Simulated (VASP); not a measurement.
# Si (Fd-3m) in VASP: a series of runs, part 2 of 2

VASP 6.6.1.

### Step 3. Relaxation of cell and atoms, LDA

This run uses another cell than the first one, of 20.16 Å³/atom, 1.023 times its volume.

INCAR reads:

```
SYSTEM = Si
ALGO     = Normal         ! electronic algorithm
EDIFF    = 1E-6           ! SCF threshold, eV
EDIFFG   = -0.005         ! ionic threshold
ENCUT    = 600            ! plane-wave cutoff, eV
GGA      = CA             ! functional
IBRION   = 2              ! ionic algorithm
ISIF     = 3              ! what is computed and relaxed
ISMEAR   = 0              ! smearing method
LASPH    = .True.         ! aspherical terms in the spheres
LCHARG   = .False.        ! write CHGCAR
LREAL    = .False.        ! projectors in reciprocal space
LWAVE    = .False.        ! write WAVECAR
NELM     = 80             ! most SCF steps
NSW      = 100            ! ionic steps
PREC     = Accurate       ! precision mode
SIGMA    = 0.02           ! smearing width, eV
```

KPOINTS reads:

```
k-points
0
Gamma
  8 8 8
  0 0 0
```

POSCAR reads:

```
Si
1.0
    0.0000000000      2.7218511900      2.7218511900
    2.7218511900      0.0000000000      2.7218511900
    2.7218511900      2.7218511900      0.0000000000
Si
2
Direct
    0.7500000000      0.7500000000      0.7500000000
    0.5000000000      0.5000000000      0.5000000000
```

Potentials or basis: VASP PAW LDA potentials, release 64 (Si).

Run with:

```bash
cat potpaw_LDA.64/Si/POTCAR > POTCAR
mpirun -np 1 vasp_std > vasp.out
```

OUTCAR:

```text
SYSTEM = Si
   EDIFF = 1E-6
   EDIFFG = -0.005
   ENCUT = 600
   GGA = CA
   IBRION = 2
   ISIF = 3
   ISMEAR = 0
   LASPH = .True.
   LREAL = .False.
   NELM = 80
   NSW = 100
   PREC = Accurate

 ion  position               nearest neighbor table
   1  0.750  0.750  0.750-   2 2.36   2 2.36   2 2.36   2 2.36
   2  0.500  0.500  0.500-   1 2.36   1 2.36   1 2.36   1 2.36

  LATTYP: Found a face centered cubic cell.
 ALAT       =     5.4437023800

  Lattice vectors:

 A1 = (   0.0000000000,   2.7218511900,   2.7218511900)
 A2 = (   2.7218511900,   0.0000000000,   2.7218511900)
 A3 = (   2.7218511900,   2.7218511900,   0.0000000000)

Analysis of symmetry for initial positions (statically):
=====================================================================
 Subroutine PRICEL returns:
 Original cell was already a primitive cell.

 Routine SETGRP: Setting up the symmetry group for a
 face centered cubic supercell.

 Subroutine GETGRP returns: Found 48 space group operations
 (whereof 24 operations were pure point group operations)
 out of a pool of 48 trial point group operations.

The static configuration has the point symmetry T_d .
 The point group associated with its full space group is O_h .

Analysis of symmetry for dynamics (positions and initial velocities):
=====================================================================
 Subroutine PRICEL returns:
 Original cell was already a primitive cell.

 Routine SETGRP: Setting up the symmetry group for a
 face centered cubic supercell.

 Subroutine GETGRP returns: Found 48 space group operations
 (whereof 24 operations were pure point group operations)
 out of a pool of 48 trial point group operations.

The dynamic configuration has the point symmetry T_d .
 The point group associated with its full space group is O_h .

 Subroutine INISYM returns: Found 48 space group operations
 (whereof 24 operations are pure point group operations),
 and found     1 'primitive' translations
[... 123 lines left out ...]
   IVDW    =     0    specifies the selected vdW correction
   LEPSILON=     F    determine dielectric tensor
   LRPA    =     F    only Hartree local field effects (RPA)
 conjugate gradient relaxation of ions
 non-spin polarized calculation
 Gauss-broadening in eV      SIGMA  =   0.02
  energy-cutoff  :      600.00
  volume of cell :       40.33
 maximum number of plane-waves:      1365
   NGX = 15   NGY = 15   NGZ = 15

--------------------------------------- Ionic step        1  -------------------------------------------

 number of electron       8.0000000 magnetization

 Free energy of the ion-electron system (eV)
  ---------------------------------------------------
  ext. energy  EPLUGINS =         0.00000000
  ---------------------------------------------------
  free energy    TOTEN  =       -11.90991388 eV

  energy without entropy =      -11.90991388  energy(sigma->0) =      -11.90991388

------------------------ aborting loop because EDIFF is reached ----------------------------------------

  FORCE on cell =-STRESS in cart. coord.  units (eV):
  Direction    XX          YY          ZZ          XY          YZ          ZX
  --------------------------------------------------------------------------------------
  -------------------------------------------------------------------------------------
  Total       -0.5211113     -0.5211113     -0.5211113     -0.0000000      0.0000000     -0.0000000
  in kB      -20.7022703    -20.7022703    -20.7022703     -0.0000000      0.0000000     -0.0000000
  external PRESSURE =     -20.7022703 kB  Pullay stress =       0.0000000 kB
[... 59 lines left out ...]
--------------------------------------- Ionic step        3  -------------------------------------------

 number of electron       7.9999999 magnetization

 Free energy of the ion-electron system (eV)
  ---------------------------------------------------
  ext. energy  EPLUGINS =         0.00000000
  ---------------------------------------------------
  free energy    TOTEN  =       -11.91581455 eV

  energy without entropy =      -11.91581455  energy(sigma->0) =      -11.91581455

 E-fermi :   6.0178     XC(G=0):  -9.6625

 val. band max:        5.9278704651   @ k =   0.0000   0.0000   0.0000
 cond. band min:       6.4183769711   @ k =   0.3750   0.3750   0.0000
 fundamental gap:      0.4905065060
 Fermi energy:         6.0177540964

 k-point     1 :       0.0000    0.0000    0.0000
  band No.  band energies     occupation
      1      -6.1344      2.00000
      2       5.9279      2.00000
      3       5.9279      2.00000
      4       5.9279      2.00000
      5       8.4577      0.00000
      6       8.4577      0.00000
      7       8.4577      0.00000
      8       9.3122      0.00000
[... 243 lines left out ...]
 k-point    24 :      -0.3750    0.2500    0.1250
  band No.  band energies     occupation
      1      -3.2129      2.00000
      2      -0.9265      2.00000
      3       2.4141      2.00000
      4       3.7276      2.00000
      5       8.9467      0.00000
      6       8.9679      0.00000
      7      11.8182      0.00000
      8      12.9946      0.00000

 [... further k-points ...]
[... 5 lines left out ...]
  --------------------------------------------------------------------------------------
  -------------------------------------------------------------------------------------
  Total       -0.0006142     -0.0006142     -0.0006142     -0.0000000      0.0000000     -0.0000000
  in kB       -0.0249546     -0.0249546     -0.0249546     -0.0000000      0.0000000     -0.0000000
  external PRESSURE =      -0.0249546 kB  Pullay stress =       0.0000000 kB
[... 17 lines left out ...]
  FREE ENERGIE OF THE ION-ELECTRON SYSTEM (eV)
  ---------------------------------------------------
  free  energy   TOTEN  =       -11.9158145472 eV

  energy  without entropy=      -11.9158145472  energy(sigma->0) =      -11.91581455

 reached required accuracy - stopping structural energy minimisation
```

OSZICAR:

```text
N       E                     dE             d eps       ncg     rms          rms(c)
DAV:   1     0.106609599555E+02    0.10661E+02   -0.37098E+03   464   0.911E+02
DAV:   2    -0.118555874220E+02   -0.22517E+02   -0.22028E+02   744   0.922E+01
DAV:   3    -0.121656984384E+02   -0.31011E+00   -0.31011E+00   592   0.140E+01
[... 19 lines left out ...]
DAV:   2    -0.119163204609E+02    0.10754E-02   -0.10827E-03   576   0.226E-01    0.136E-01
DAV:   3    -0.119158187098E+02    0.50175E-03   -0.12208E-03   536   0.175E-01    0.335E-02
DAV:   4    -0.119158173130E+02    0.13968E-05   -0.12102E-05   592   0.314E-02    0.287E-02
DAV:   5    -0.119158145487E+02    0.27643E-05   -0.68141E-07   336   0.664E-03    0.251E-03
DAV:   6    -0.119158145472E+02    0.15193E-08   -0.36169E-08   232   0.186E-03
   3 F= -.11915815E+02 E0= -.11915815E+02  d E =-.590067E-02
```

It took 6.2 s on 1 thread of Intel Xeon 6975P-C (Granite Rapids), shared host; peak memory 0.15 GiB.

Results:

- Free energy: -11.9158 eV
- Relaxed volume: 19.72 Å³/atom
- Relaxed cell: a = 3.821 Å, b = 3.821 Å, c = 3.821 Å, α = 60.00°, β = 60.00°, γ = 60.00°
- Space group after relaxing (to 0.05 Å): Fd-3m (No. 227)
- Energy gained by relaxing: 3.0 meV/atom
- Ionic steps: 3
- Pressure after relaxing: 0.0 GPa
- Band gap on the k mesh: 0.49 eV, indirect (least direct gap 2.53 eV)

Step by step:
| step | energy change (eV) | largest force (eV/Å) | pressure (GPa) | volume (Å³) |
| --- | --- | --- | --- | --- |
| 1 | 0.0000 | 0.0000 | -2.07 | 40.33 |
| 2 | -0.0030 | 0.0000 | 1.55 | 38.83 |
| 3 | -0.0059 | 0.0000 | 0.00 | 39.44 |

Final structure:
```
CELL_PARAMETERS angstrom
0.00000 2.70159 2.70159
2.70159 0.00000 2.70159
2.70159 2.70159 0.00000
ATOMIC_POSITIONS crystal
Si 0.75000 0.75000 0.75000
Si 0.50000 0.50000 0.50000
```

A k mesh can miss the band edges. Expect the measured gap to be larger: semilocal functionals such as LDA lack the derivative discontinuity.
